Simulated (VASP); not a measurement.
Wanted: the native input for a VASP 6.6.1 run.

```
Task                   : single point
Functional             : r2SCAN
Potentials or basis    : VASP PAW PBE potentials, release 64 (Ba_sv, Ti_sv, O)
Cutoff                 : 520 eV
k mesh                 : 7 × 7 × 7
Occupations            : fermi-dirac, width 0.05 eV
Spin                   : no spin polarisation
Dipole correction      : no
Further INCAR settings : ALGO = Normal; EDIFF = 1e-06; NBANDS = 28
```

BaTiO3:

```xyz
5
Lattice="4.0060 0.0000 0.0000 0.0000 4.0060 0.0000 0.0000 0.0000 4.0060" Properties=species:S:1:pos:R:3 pbc="T T T"
Ba    2.0030    2.0030    2.0030
Ti    0.0000    0.0000    0.0000
O     0.0000    0.0000    2.0030
O     0.0000    2.0030    0.0000
O     2.0030    0.0000    0.0000
```

One way to write it, as run:

POSCAR

```
BaTiO3
1.0
    4.0060000000      0.0000000000      0.0000000000
    0.0000000000      4.0060000000      0.0000000000
    0.0000000000      0.0000000000      4.0060000000
Ba Ti O
1 1 3
Direct
    0.5000000000      0.5000000000      0.5000000000
    0.0000000000      0.0000000000      0.0000000000
    0.0000000000      0.0000000000      0.5000000000
    0.0000000000      0.5000000000      0.0000000000
    0.5000000000      0.0000000000      0.0000000000
```

INCAR.step1

```
  PREC = Accurate
  ENCUT = 520
  ISMEAR = -1
  SIGMA = 0.05
  LREAL = False
  LASPH = True
  NELM = 100
  NBANDS = 28
  GGA = PE
  ALGO = Normal
  EDIFF = 1E-4
  LWAVE = True
  LCHARG = False
```

INCAR.step2

```
  PREC = Accurate
  ENCUT = 520
  EDIFF = 1E-6
  ISMEAR = -1
  SIGMA = 0.05
  LREAL = False
  LASPH = True
  NELM = 100
  ALGO = Normal
  ISIF = 2
  LWAVE = False
  LCHARG = False
  METAGGA = R2SCAN
  LMIXTAU = True
  NBANDS = 28
  ISTART = 1
```

KPOINTS

```
regular mesh
0
Gamma
  7 7 7
```

Potentials or basis: VASP PAW PBE potentials, release 64 (Ba_sv, Ti_sv, O).

The run is started by

```console
$ cat potpaw_PBE.64/Ba_sv/POTCAR potpaw_PBE.64/Ti_sv/POTCAR potpaw_PBE.64/O/POTCAR > POTCAR
$ cp INCAR.step1 INCAR
$ mpirun -np 1 vasp_std > vasp.out
$ cp INCAR.step2 INCAR
$ mpirun -np 1 vasp_std > vasp.out
```

Results of the run:

The pressure is 0.3 GPa and the band gap on the k mesh is 2.19 eV, indirect (least direct gap 2.29 eV).

Caveat: the PAW data sets were made with another functional, which shifts forces and pressure a little; spin-orbit coupling is left out, which moves the levels of the heavy elements.

Run time: 110 s on 1 thread of AMD EPYC 7R13 Processor (Zen 3) (shared host), peak memory 0.16 GiB.
